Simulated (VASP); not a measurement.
Crystal: Ge.

```
Ge
1.0
     1.48805   -2.59469    0.00000
     1.48805    2.59469    0.00000
     0.00000    0.00000    4.72760
Ge
2
Cartesian
  1.4881 0.8643 1.1819
  1.4881 -0.8643 3.5457
```

This isn't the form of Ge at room conditions, which is diamond.

| Property | Result |
| --- | --- |
| Program | VASP 6.6.1 |
| Task | relaxation of cell and atoms |
| Functional | revPBE |
| Potentials or basis | VASP PAW PBE potentials, release 64 (Ge_d) |
| Cutoff | 600 eV |
| k mesh | 10 × 10 × 6 |
| Occupations | fermi-dirac, width 0.05 eV |
| Spin | no spin polarisation |

At the start: pressure 5.5 GPa; volume 18.25 Å³/atom.

Question: How do energy, volume and symmetry change on relaxing?

Answer: Over 12 steps the energy falls by 25.4 meV/atom and the volume is 19.64 Å³/atom (+7.6 %); space group P6_3/mmc (No. 194, to 0.1 Å) before and after.

The path:
```
step  energy change (eV)  largest force (eV/Å)  pressure (GPa)  volume (Å³)
   1              0.0000                0.0012            5.54        36.51
   2             -0.0484                0.0006           -0.73        39.94
   3             -0.0499                0.0004           -0.32        39.47
   4             -0.0499                0.0003            0.09        39.35
   5             -0.0499                0.0004           -0.18        39.41
   6             -0.0505                0.0004           -0.16        39.37
   7             -0.0507                0.0009           -0.20        39.34
   8             -0.0506                0.0008            0.21        39.18
   9             -0.0507                0.0013           -0.09        39.30
  10             -0.0507                0.0007            0.13        39.26
  11             -0.0507                0.0011            0.05        39.28
  12             -0.0507                0.0011            0.04        39.29
```

Final structure:
```
CELL_PARAMETERS angstrom
1.51233 -2.64288 0.00000
1.51233 2.64288 0.00000
0.00000 0.00000 4.91446
ATOMIC_POSITIONS crystal
Ge 0.33345 0.66655 0.25000
Ge 0.66655 0.33345 0.75000
```

Caveat: the PAW data sets were made with another functional, which shifts forces and pressure a little.
